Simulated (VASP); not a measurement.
# ScAl3 (Pm-3m) in VASP: settings compared

ScAl3 is run at these levels: revPBE+D4, PBEsol+D3(BJ), PBEsol+D4; tasks: relaxation of cell and atoms, single point.

Program: VASP 6.6.1. These are calculated values, not measurements. Logs are shortened: lines on timing, memory, paths and dates and some standing lists are left out, and cuts for length are marked.

## 1. The cell of the first run

It takes space group Pm-3m (No. 221, cubic). Conventional cell: a = 4.088 Å, b = 4.088 Å, c = 4.088 Å, α = 90.00°, β = 90.00°, γ = 90.00°. Sc (site symmetry m-3m) has 12 Al at 2.89 Å within 3.8 Å. Within 3.8 Å of Al (site symmetry 4/mmm) lie 4 Sc at 2.89 Å and 8 Al at 2.89 Å.

## 2. Relaxation of cell and atoms, revPBE+D4

Contents of INCAR:

```
SYSTEM = ScAl3
ALGO = Normal
EDIFF = 1E-7
EDIFFG = -0.01
ENCUT = 600
GGA = RE
IBRION = 2
ISIF = 3
ISMEAR = -1
IVDW = 13
LASPH = .True.
LCHARG = .False.
LREAL = .False.
LWAVE = .False.
NELM = 100
NSW = 60
PREC = Accurate
SIGMA = 0.05
```

Contents of KPOINTS:

```
k-points
0
Gamma
  7 7 7
  0 0 0
```

Contents of POSCAR:

```
ScAl3
1.0
    4.0878065700      0.0000000000      0.0000000000
    0.0000000000      4.0878065700      0.0000000000
    0.0000000000      0.0000000000      4.0878065700
Sc Al
1 3
Direct
    0.0000000000      0.0000000000      0.0000000000
    0.5000000000      0.5000000000      0.0000000000
    0.0000000000      0.5000000000      0.5000000000
    0.5000000000      0.0000000000      0.5000000000
```

Potentials or basis: VASP PAW PBE potentials, release 64 (Sc_sv, Al).

Launch:

```console
$ cat potpaw_PBE.64/Sc_sv/POTCAR potpaw_PBE.64/Al/POTCAR > POTCAR
$ mpirun -np 1 vasp_std > vasp.out
```

OUTCAR:

```text
SYSTEM = ScAl3
   EDIFF = 1E-7
   EDIFFG = -0.01
   ENCUT = 600
   GGA = RE
   IBRION = 2
   ISIF = 3
   ISMEAR = -1
   IVDW = 13
   LASPH = .True.
   LREAL = .False.
   NELM = 100
   NSW = 60
   PREC = Accurate

 ion  position               nearest neighbor table
   1  0.000  0.000  0.000-   2 2.89   3 2.89   4 2.89   3 2.89   4 2.89   2 2.89   3 2.89   3 2.89
                             2 2.89   4 2.89   4 2.89   2 2.89
   2  0.500  0.500  0.000-   1 2.89   3 2.89   4 2.89   3 2.89   4 2.89   1 2.89   4 2.89   4 2.89
                             1 2.89   3 2.89   3 2.89   1 2.89
   3  0.000  0.500  0.500-   1 2.89   2 2.89   4 2.89   1 2.89   2 2.89   1 2.89   4 2.89   1 2.89
                             2 2.89   4 2.89   2 2.89   4 2.89
   4  0.500  0.000  0.500-   1 2.89   2 2.89   3 2.89   1 2.89   2 2.89   2 2.89   3 2.89   2 2.89
                             1 2.89   3 2.89   1 2.89   3 2.89

  LATTYP: Found a simple cubic cell.
 ALAT       =     4.0878065700

  Lattice vectors:

 A1 = (   4.0878065700,   0.0000000000,   0.0000000000)
 A2 = (   0.0000000000,   4.0878065700,   0.0000000000)
 A3 = (   0.0000000000,   0.0000000000,   4.0878065700)

Analysis of symmetry for initial positions (statically):
=====================================================================
 Subroutine PRICEL returns:
 Original cell was already a primitive cell.

 Routine SETGRP: Setting up the symmetry group for a
 simple cubic supercell.

 Subroutine GETGRP returns: Found 48 space group operations
 (whereof 48 operations were pure point group operations)
 out of a pool of 48 trial point group operations.

The static configuration has the point symmetry O_h .

Analysis of symmetry for dynamics (positions and initial velocities):
=====================================================================
 Subroutine PRICEL returns:
 Original cell was already a primitive cell.

 Routine SETGRP: Setting up the symmetry group for a
 simple cubic supercell.

 Subroutine GETGRP returns: Found 48 space group operations
 (whereof 48 operations were pure point group operations)
 out of a pool of 48 trial point group operations.

The dynamic configuration has the point symmetry O_h .

 Subroutine INISYM returns: Found 48 space group operations
 (whereof 48 operations are pure point group operations),
 and found     1 'primitive' translations

----------------------------------------------------------------------------------------

                                     Primitive cell

  volume of cell :      68.3079

  direct lattice vectors                    reciprocal lattice vectors
     4.087806570  0.000000000  0.000000000     0.244629970  0.000000000  0.000000000
     0.000000000  4.087806570  0.000000000     0.000000000  0.244629970  0.000000000
     0.000000000  0.000000000  4.087806570     0.000000000  0.000000000  0.244629970

  length of vectors
     4.087806570  4.087806570  4.087806570     0.244629970  0.244629970  0.244629970

  position of ions in fractional coordinates (direct lattice)
     0.000000000  0.000000000  0.000000000
     0.500000000  0.500000000  0.000000000
     0.000000000  0.500000000  0.500000000
     0.500000000  0.000000000  0.500000000

  ion indices of the primitive-cell ions
   primitive index   ion index
                 1           1
                 2           2
                 3           3
                 4           4

----------------------------------------------------------------------------------------

 KPOINTS: k-points

Automatic generation of k-mesh.
 Grid dimensions read from file:
 generate k-points for:    7    7    7

 Generating k-lattice:

  Cartesian coordinates                     Fractional coordinates (reciprocal lattice)
     0.034947139  0.000000000  0.000000000     0.142857143  0.000000000  0.000000000
     0.000000000  0.034947139  0.000000000     0.000000000  0.142857143  0.000000000
     0.000000000  0.000000000  0.034947139     0.000000000  0.000000000  0.142857143

  Length of vectors
     0.034947139  0.034947139  0.034947139

  Shift w.r.t. Gamma in fractional coordinates (k-lattice)
     0.000000000  0.000000000  0.000000000

 Subroutine IBZKPT returns following result:
 ===========================================

 Found     20 irreducible k-points:

 Following reciprocal coordinates:
            Coordinates               Weight
  0.000000  0.000000  0.000000      1.000000
  0.142857  0.000000  0.000000      6.000000
  0.285714  0.000000  0.000000      6.000000
  0.428571  0.000000  0.000000      6.000000
  0.142857  0.142857  0.000000     12.000000
  0.285714  0.142857  0.000000     24.000000
[... 12 lines left out ...]
  0.428571  0.428571  0.285714     24.000000
  0.428571  0.428571  0.428571      8.000000
   k-points           NKPTS =     20   k-points in BZ     NKDIM =     20   number of bands    NBANDS=     14
   number of dos      NEDOS =    301   number of ions     NIONS =      4
   total plane-waves  NPLWV =  46656
   dimension x,y,z NGX =    36 NGY =   36 NGZ =   36
   dimension x,y,z NGXF=    72 NGYF=   72 NGZF=   72
   ions per type =               1   3
   NGX,Y,Z   is equivalent  to a cutoff of  14.64, 14.64, 14.64 a.u.
   NGXF,Y,Z  is equivalent  to a cutoff of  29.28, 29.28, 29.28 a.u.
 SYSTEM =  ScAl3
   PREC   = accura    normal or accurate (medium, high low for compatibility)
   ISTART =      0    job   : 0-new  1-cont  2-samecut
   ICHARG =      2    charge: 1-file 2-atom 10-const
   ISPIN  =      1    spin polarized calculation?
   LNONCOLLINEAR =      F non collinear calculations
   LSORBIT =      F    spin-orbit coupling
   LASPH  =      T    aspherical Exc in radial PAW
   ENCUT  =  600.0 eV  44.10 Ry    6.64 a.u.   8.16  8.16  8.16*2*pi/ulx,y,z
   NELM   =    100;   NELMIN=  2; NELMDL= -5     # of ELM steps
   EDIFF  = 0.1E-06   stopping-criterion for ELM
   LREAL  =      F    real-space projection
   EDIFFG = -.1E-01   stopping-criterion for IOM
   NSW    =     60    number of steps for IOM
   IBRION =      2    ionic relax: 0-MD 1-quasi-New 2-CG
   NFREE  =      1    steps in history (QN), initial steepest desc. (CG)
   ISIF   =      3    stress and relaxation
   ISYM   =      2    0-nonsym 1-usesym 2-fastsym
   POTIM  = 0.5000    time-step for ionic-motion
   TEBEG  =    0.0;   TEEND  =   0.0 temperature during run
   PSTRESS=    0.0 pullay stress
   NELECT =      20.0000    total number of electrons
   NUPDOWN=      -1.0000    fix difference up-down
   EMIN   =  10.00;   EMAX   =-10.00  energy-range for DOS
   EFERMI =   0.00;   METHOD = LEGACY
   ISMEAR =    -1;   SIGMA  =   0.05  broadening in eV -4-tet -1-fermi 0-gaus
   EFERMI_NEDOS =   21; number of points for ismear=-14 and -15
   IALGO  =     38    algorithm
   IMIX   =      4    mixing-type and parameters
     AMIX     =   0.40;   BMIX     =  1.00
     AMIX_MAG =   1.60;   BMIX_MAG =  1.00
  volume/ion in A,a.u.               =      17.08       115.24
  Fermi-wavevector in a.u.,A,eV,Ry     =   1.087079  2.054282 16.078563  1.181741
  Thomas-Fermi vector in A             =   2.223230
   LORBIT       =      0    0 simple, 1 ext, 2 COOP (PROOUT), +10 PAW based schemes
   GGA     = RE    functional components
   LHFCALC =     F    Hartree Fock is set to
   AEXX    =    0.0000 exact exchange contribution
   IVDW    =    13    specifies the selected vdW correction
   LEPSILON=     F    determine dielectric tensor
   LRPA    =     F    only Hartree local field effects (RPA)
 conjugate gradient relaxation of ions
 non-spin polarized calculation
  energy-cutoff  :      600.00
  volume of cell :       68.31
 maximum number of plane-waves:      2301
 NGX is ok and might be reduce to    36
   NGX = 17   NGY = 17   NGZ = 17

--------------------------------------- Ionic step        1  -------------------------------------------

 number of electron      20.0000002 magnetization

 Free energy of the ion-electron system (eV)
  ---------------------------------------------------
  ext. energy  EPLUGINS =         0.00000000
  ---------------------------------------------------
  free energy    TOTEN  =       -18.40729454 eV

  energy without entropy =      -18.39459002  energy(sigma->0) =      -18.40094228

------------------------ aborting loop because EDIFF is reached ----------------------------------------

  DFT-D4 for vdW energy calculation

  Edisp (eV):   -2.19593

  FORCE on cell =-STRESS in cart. coord.  units (eV):
  Direction    XX          YY          ZZ          XY          YZ          ZX
  --------------------------------------------------------------------------------------
  -------------------------------------------------------------------------------------
  Total      -1.04985    -1.04985    -1.04985     0.00000     0.00000    -0.00000
  in kB     -24.62453   -24.62453   -24.62453     0.00000     0.00000    -0.00000
  external pressure =      -24.62 kB  Pullay stress =        0.00 kB
[... 65 lines left out ...]
  energy  without entropy=      -20.6028856363  energy(sigma->0) =      -20.60920470

--------------------------------------- Ionic step        3  -------------------------------------------

 number of electron      20.0000004 magnetization

 Free energy of the ion-electron system (eV)
  ---------------------------------------------------
  ext. energy  EPLUGINS =         0.00000000
  ---------------------------------------------------
  free energy    TOTEN  =       -18.36068428 eV

  energy without entropy =      -18.34804266  energy(sigma->0) =      -18.35436347

 E-fermi :   7.5021     XC(G=0): -10.4681

 val. band max:        7.4335387895   @ k =   0.4286   0.4286   0.1429
 cond. band min:       7.5139061133   @ k =   0.2857   0.0000   0.0000
 fundamental gap:      0.0803673238
 Fermi energy:         7.5021393219

 k-point     1 :       0.0000    0.0000    0.0000
  band No.  band energies     occupation
      1     -41.3833      2.00000
      2     -20.0485      2.00000
      3     -20.0485      2.00000
      4     -20.0485      2.00000
      5      -2.5741      2.00000
      6       4.9550      2.00000
      7       4.9550      2.00000
      8       5.7633      2.00000
      9       5.7633      2.00000
     10       5.7633      2.00000
     11       8.8468      0.00000
     12       8.9167      0.00000
     13       8.9167      0.00000
     14       8.9167      0.00000
[... 356 lines left out ...]
  FREE ENERGIE OF THE ION-ELECTRON SYSTEM (eV)
  ---------------------------------------------------
  free  energy   TOTEN  =       -20.6178520202 eV

  energy  without entropy=      -20.6052104011  energy(sigma->0) =      -20.61153121

 reached required accuracy - stopping structural energy minimisation
```

Run time: 84 s. Hardware: 1 thread of Intel Xeon 8259CL, shared host; peak memory 0.22 GiB.

What came out:

* Free energy: -20.6179 eV
* Relaxed volume: 16.61 Å³/atom
* Relaxed cell: a = 4.051 Å, b = 4.051 Å, c = 4.051 Å, α = 90.00°, β = 90.00°, γ = 90.00°
* Space group after relaxing (to 0.05 Å): Pm-3m (No. 221)
* Energy gained by relaxing: 3.7 meV/atom
* Ionic steps: 3
* Pressure after relaxing: 0.0 GPa
* Band gap on the k mesh: zero (band 10 reaches 8.60 eV, above the bottom of band 11 at 4.89 eV)
* Dispersion energy per atom: -0.564 eV

The path:
```tsv
step	energy change (eV)	largest force (eV/Å)	pressure (GPa)	volume (Å³)
1	0.0000	0.0000	-2.46	68.31
2	-0.0123	0.0000	1.05	65.75
3	-0.0146	0.0000	0.00	66.45
```

Final structure:
```xyz
4
Lattice="4.0505 0.0000 0.0000 0.0000 4.0505 0.0000 0.0000 0.0000 4.0505" Properties=species:S:1:pos:R:3 pbc="T T T"
Sc    0.0000    0.0000    0.0000
Al    2.0253    2.0253    0.0000
Al    0.0000    2.0253    2.0253
Al    2.0253    0.0000    2.0253
```

Levels at points of the mesh, in eV from the Fermi level:
| k point | band 8 | band 9 | band 10 | band 11 | band 12 | band 13 |
| --- | --- | --- | --- | --- | --- | --- |
| (0.00, 0.00, 0.00) | -1.74 | -1.74 | -1.74 | 1.34 | 1.41 | 1.41 |

Caveat: the PAW data sets were made with another functional, which shifts forces and pressure a little; pairwise dispersion overbinds metals, which lowers pressure and volume.

## 3. Single point, PBEsol+D3(BJ)

This run uses another cell than the first one, of 16.23 Å³/atom, 0.951 times its volume.

Contents of INCAR:

```
ALGO = Fast
EDIFF = 1E-6
ENCUT = 520
GGA = PS
ISIF = 2
ISMEAR = -1
IVDW = 12
LASPH = True
LCHARG = False
LREAL = False
LWAVE = False
NBANDS = 18
NELM = 100
PREC = Accurate
SIGMA = 0.05
```

Contents of KPOINTS:

```
k-points
0
Gamma
  7 7 7
```

Contents of POSCAR:

```
ScAl3
1.0
    4.0192387643      0.0000000000      0.0000000000
    0.0000000000      4.0192387643      0.0000000000
    0.0000000000      0.0000000000      4.0192387643
Sc Al
1 3
Direct
    0.0000000000      0.0000000000      0.0000000000
    0.5000000000      0.5000000000      0.0000000000
    0.0000000000      0.5000000000      0.5000000000
    0.5000000000      0.0000000000      0.5000000000
```

Potentials or basis: VASP PAW PBE potentials, release 64 (Sc_sv, Al).

Launch:

```console
$ cat potpaw_PBE.64/Sc_sv/POTCAR potpaw_PBE.64/Al/POTCAR > POTCAR
$ mpirun -np 1 vasp_std > vasp.out
```

Run time: 30 s. Hardware: 1 thread of AMD EPYC 7R13 (Zen 3), shared host; peak memory 0.15 GiB.

Results (log left out):

- Free energy: -22.2835 eV
- Pressure: 0.1 GPa
- Band gap on the k mesh: zero (band 10 reaches 8.67 eV, above the bottom of band 11 at 4.94 eV)
- Dispersion energy per atom: -0.386 eV

Levels at points of the mesh, in eV from the Fermi level:
```
           k point  band 8  band 9  band 10  band 11  band 12  band 13
(0.00, 0.00, 0.00)   -1.71   -1.71    -1.71     1.33     1.42     1.42
```

Caveat: the PAW data sets were made with another functional, which shifts forces and pressure a little; pairwise dispersion overbinds metals, which lowers pressure and volume.

(Part 1 of 2 ends here.)
